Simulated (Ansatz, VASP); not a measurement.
## One calculation of Si, two programs

```xyz
4
Lattice="-3.3753 3.3753 1.8647 3.3753 -3.3753 1.8647 3.3753 3.3753 -1.8647" Properties=species:S:1:pos:R:3 pbc="T T T"
Si    1.2070    1.2070    0.0000
Si    2.1683    2.1683    1.8647
Si    2.1683   -2.1683    1.8647
Si   -2.1683    2.1683    1.8647
```

Change from the starting cell: strain +0.015 along x and y, -0.030 along z, atoms carried along.

Alike in both runs: task single point; functional LDA; k mesh 10 × 10 × 10; occupations gaussian, width 0.03 eV; no spin polarisation.

|  | VASP | Ansatz |
| --- | --- | --- |
| version | VASP 6.6.1 | Ansatz 0.2.0 |
| potentials or method | VASP PAW LDA potentials, release 64 (Si), cutoff 520 eV | scalar-relativistic, plane waves, PAW |
| valence electrons in the cell | 16 | 16 |

```csv
,VASP,Ansatz,Ansatz less VASP
gap on the k mesh at the Fermi level (eV),0.29,0.29,-0.003
least direct gap on the mesh (eV),0.84,0.84,-0.001
pressure (GPa),-1.4,-1.5,-0.03
"traceless stress, the component that is largest in VASP (GPa)",5.17,5.15,-0.018
rms of the force components (eV/Å),0.279,0.279,+0.0004
```

LDA's correlation is that of Perdew and Zunger in VASP and of Perdew and Wang (1992) in Ansatz. Atom by atom the forces differ by 0.000 eV/Å (rms over components).
